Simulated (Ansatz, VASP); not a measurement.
MoS2 in VASP and in Ansatz

```
CELL_PARAMETERS angstrom
1.52918 0.88287 6.17643
-1.52918 0.88287 6.17643
0.00000 -1.76575 6.17643
ATOMIC_POSITIONS crystal
Mo 0.00002 0.00002 0.00002
S 0.75356 0.75356 0.75356
S 0.57972 0.57972 0.57972
```

Change from the starting cell: strain -0.030 along x and y, +0.030 along z, atoms carried along.

Alike in both runs: task single point; functional PBE; dispersion D3(BJ); k mesh 12 × 12 × 12; occupations gaussian, width 0.05 eV; no spin polarisation.

|  | VASP | Ansatz |
| --- | --- | --- |
| version | VASP 6.6.1 | Ansatz 0.2.0 |
| potentials or method | VASP PAW PBE potentials, release 64 (Mo_sv, S), cutoff 520 eV | scalar-relativistic, plane waves, PAW |
| valence electrons in the cell | 26 | 26 |

|  | VASP | Ansatz | Ansatz less VASP |
| --- | --- | --- | --- |
| gap on the k mesh at the Fermi level (eV) | 1.00 | 0.98 | -0.015 |
| least direct gap on the mesh (eV) | 2.10 | 2.10 | -0.005 |
| pressure (GPa) | 4.5 | 4.6 | +0.14 |
| traceless stress, the component that is largest in VASP (GPa) | -7.49 | -7.44 | +0.051 |
| rms of the force components (eV/Å) | 0.114 | 0.107 | -0.0066 |

Atom by atom the forces differ by 0.007 eV/Å (rms over components).
